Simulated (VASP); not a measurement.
# TiC (I4/mmm) in VASP: a series of runs, part 2 of 2

VASP 6.6.1.

## (4) Electric field gradients, PBE (equal xx and yy strain of +2 %)

Input file INCAR:

```
SYSTEM = TiC
PREC = Accurate ; ENCUT = 520
EDIFF = 1E-8 ; ISMEAR = -1
SIGMA = 0.03 ; LREAL = .False.
LASPH = .True. ; NELM = 80
ALGO = Normal ; ISIF = 2
LWAVE = .False. ; LCHARG = .False.
GGA = PE ; LEFG = .True.
NBANDS = 15
```

Input file KPOINTS:

```
regular mesh
0
Gamma
  16 16 16
  0 0 0
```

Input file POSCAR:

```
TiC
1.0
    0.0000000000      2.2072800000      2.1640000000
    2.2072800000      0.0000000000      2.1640000000
    2.2072800000      2.2072800000      0.0000000000
Ti C
1 1
Direct
    0.0000000000      0.0000000000      0.0000000000
    0.5000000000      0.5000000000      0.5000000000
```

Potentials or basis: VASP PAW PBE potentials, release 64 (Ti_sv, C).

Run with:

```
cat potpaw_PBE.64/Ti_sv/POTCAR potpaw_PBE.64/C/POTCAR > POTCAR
mpirun -np 1 vasp_std > vasp.out
```

OUTCAR:

```text
SYSTEM = TiC
   PREC = Accurate
   ENCUT = 520
   EDIFF = 1E-8
   ISMEAR = -1
   LREAL = .False.
   LASPH = .True.
   NELM = 80
   ISIF = 2
   GGA = PE

 ion  position               nearest neighbor table
   1  0.000  0.000  0.000-   2 2.16   2 2.16   2 2.21   2 2.21   2 2.21   2 2.21
   2  0.500  0.500  0.500-   1 2.16   1 2.16   1 2.21   1 2.21   1 2.21   1 2.21

  LATTYP: Found a body centered tetragonal cell.
 ALAT       =     3.1215653120
 C/A-ratio  =     1.3864838847

  Lattice vectors:

 A1 = (   0.0000000000,  -2.2072800000,  -2.1640000000)
 A2 = (   0.0000000000,   2.2072800000,  -2.1640000000)
 A3 = (   2.2072800000,   0.0000000000,   2.1640000000)

Analysis of symmetry for initial positions (statically):
=====================================================================
 Subroutine PRICEL returns:
 Original cell was already a primitive cell.

 Routine SETGRP: Setting up the symmetry group for a
 body centered tetragonal supercell.

 Subroutine GETGRP returns: Found 16 space group operations
 (whereof 16 operations were pure point group operations)
 out of a pool of 16 trial point group operations.

The static configuration has the point symmetry D_4h.

Analysis of symmetry for dynamics (positions and initial velocities):
=====================================================================
 Subroutine PRICEL returns:
 Original cell was already a primitive cell.

 Routine SETGRP: Setting up the symmetry group for a
 body centered tetragonal supercell.

 Subroutine GETGRP returns: Found 16 space group operations
 (whereof 16 operations were pure point group operations)
 out of a pool of 16 trial point group operations.
[... 577 lines left out ...]
      7       8.9405      1.57725
      8       8.9794      1.01002
      9       9.7201      0.00000
     10      10.3427      0.00000
     11      11.1664      0.00000
     12      11.7579      0.00000
     13      12.4384      0.00000
     14      19.3312      0.00000
     15      22.9100      0.00000

 [... further k-points ...]

------------------------ aborting loop because EDIFF is reached ----------------------------------------

  FORCE on cell =-STRESS in cart. coord.  units (eV):
  Direction    XX          YY          ZZ          XY          YZ          ZX
  --------------------------------------------------------------------------------------
  -------------------------------------------------------------------------------------
  Total       -1.3418078     -1.3418078     -0.4808921      0.0000000      0.0000000     -0.0000000
  in kB     -101.9527120   -101.9527120    -36.5389537      0.0000000      0.0000000     -0.0000000
  external PRESSURE =     -80.1481259 kB  Pullay stress =       0.0000000 kB

 VOLUME and BASIS-vectors are now :
 -----------------------------------------------------------------------------
  energy-cutoff  :      520.00
  volume of cell :       21.09
      direct lattice vectors                 reciprocal lattice vectors
     0.000000000  2.207280000  2.164000000    -0.226523142  0.226523142  0.231053604
     2.207280000  0.000000000  2.164000000     0.226523142 -0.226523142  0.231053604
     2.207280000  2.207280000  0.000000000     0.226523142  0.226523142 -0.231053604

 POSITION                                       TOTAL-FORCE (eV/Angst)
 -----------------------------------------------------------------------------------
      0.00000      0.00000      0.00000         0.000000      0.000000     -0.000000
      2.20728      2.20728      2.16400        -0.000000     -0.000000      0.000000
 -----------------------------------------------------------------------------------
    total drift:                                0.000000     -0.000000     -0.000000

  FREE ENERGIE OF THE ION-ELECTRON SYSTEM (eV)
  ---------------------------------------------------
  free  energy   TOTEN  =       -18.6846622381 eV

  energy  without entropy=      -18.6835401776  energy(sigma->0) =      -18.68410121

 Electric field gradients (V/A^2)
---------------------------------------------------------------------
 ion       V_xx      V_yy      V_zz      V_xy      V_xz      V_yz
---------------------------------------------------------------------
   1       7.644     7.644   -15.288    -0.000    -0.000    -0.000
   2       1.265     1.265    -2.531     0.000     0.000     0.000
---------------------------------------------------------------------

 Electric field gradients after diagonalization (V/A^2)
 (convention: |V_zz| > |V_xx| > |V_yy|)
----------------------------------------------------------------------
 ion       V_xx      V_yy      V_zz     asymmetry (V_yy - V_xx)/ V_zz
----------------------------------------------------------------------
   1       7.644     7.643   -15.288       0.000
   2       1.266     1.265    -2.531       0.000
----------------------------------------------------------------------

           NMR quadrupolar parameters

 Cq : quadrupolar parameter    Cq=e*Q*V_zz/h
 eta: asymmetry parameters     (V_yy - V_xx)/ V_zz
 Q  : nuclear electric quadrupole moment in mb (millibarn)
----------------------------------------------------------------------
 ion       Cq(MHz)       eta       Q (mb)
----------------------------------------------------------------------
   1      -0.037       0.000       1.000
   2      -0.006       0.000       1.000
----------------------------------------------------------------------
```

OSZICAR:

```text
N       E                     dE             d eps       ncg     rms          rms(c)
DAV:   1     0.118033400716E+03    0.11803E+03   -0.79975E+03 10500   0.127E+03
DAV:   2    -0.166058883985E+02   -0.13464E+03   -0.12610E+03 11128   0.333E+02
DAV:   3    -0.241457374487E+02   -0.75398E+01   -0.74098E+01 13820   0.776E+01
DAV:   4    -0.243902912486E+02   -0.24455E+00   -0.24431E+00 12961   0.129E+01
DAV:   5    -0.243960588241E+02   -0.57676E-02   -0.57649E-02 13772   0.179E+00    0.176E+01
DAV:   6    -0.194119646234E+02    0.49841E+01   -0.12193E+01 14982   0.560E+01    0.725E+00
DAV:   7    -0.187354120794E+02    0.67655E+00   -0.23854E+00 12328   0.217E+01    0.465E+00
DAV:   8    -0.187155848291E+02    0.19827E-01   -0.11571E-01 11745   0.314E+00    0.367E+00
DAV:   9    -0.186891520491E+02    0.26433E-01   -0.12444E-01 14084   0.532E+00    0.803E-01
DAV:  10    -0.186878375046E+02    0.13145E-02   -0.14908E-02 13595   0.132E+00    0.662E-01
DAV:  11    -0.186853853802E+02    0.24521E-02   -0.25764E-03 11998   0.773E-01    0.334E-01
DAV:  12    -0.186846954666E+02    0.68991E-03   -0.11801E-03 12175   0.592E-01    0.615E-02
DAV:  13    -0.186846651906E+02    0.30276E-04   -0.10157E-04 11996   0.135E-01    0.269E-02
DAV:  14    -0.186846628690E+02    0.23216E-05   -0.14448E-05 13809   0.288E-02    0.624E-03
DAV:  15    -0.186846624687E+02    0.40030E-06   -0.86207E-07 11583   0.118E-02    0.265E-03
DAV:  16    -0.186846622813E+02    0.18747E-06   -0.30327E-07 12891   0.104E-02    0.177E-03
DAV:  17    -0.186846622378E+02    0.43488E-07   -0.32469E-08 12386   0.272E-03    0.592E-04
DAV:  18    -0.186846622381E+02   -0.31741E-09   -0.38083E-09  6817   0.643E-04
   1 F= -.18684662E+02 E0= -.18684101E+02  d E =-.112206E-02
```

Run time: 60 s. Hardware: 1 thread of Intel Xeon 6975P-C (Granite Rapids), shared host; peak memory 0.23 GiB.

Results:

```yaml
Free_energy: -18.6847 eV
Pressure: -8.0 GPa
Band_gap_on_the_k_mesh: zero (band 8 reaches 9.75 eV, above the bottom of band 9 at 8.47 eV)
```

Electric field gradients, principal values (V/Å²):
```csv
atom,least,middle,greatest (by size)
1 Ti,7.643,7.644,-15.288
2 C,1.265,1.266,-2.531
```

Caveat: the cell differs from its parent crystal (equal xx and yy strain of +2 %); without QUAD_EFG the Cq values of the log hold for a quadrupole moment of 1 mb, not for the nuclei.
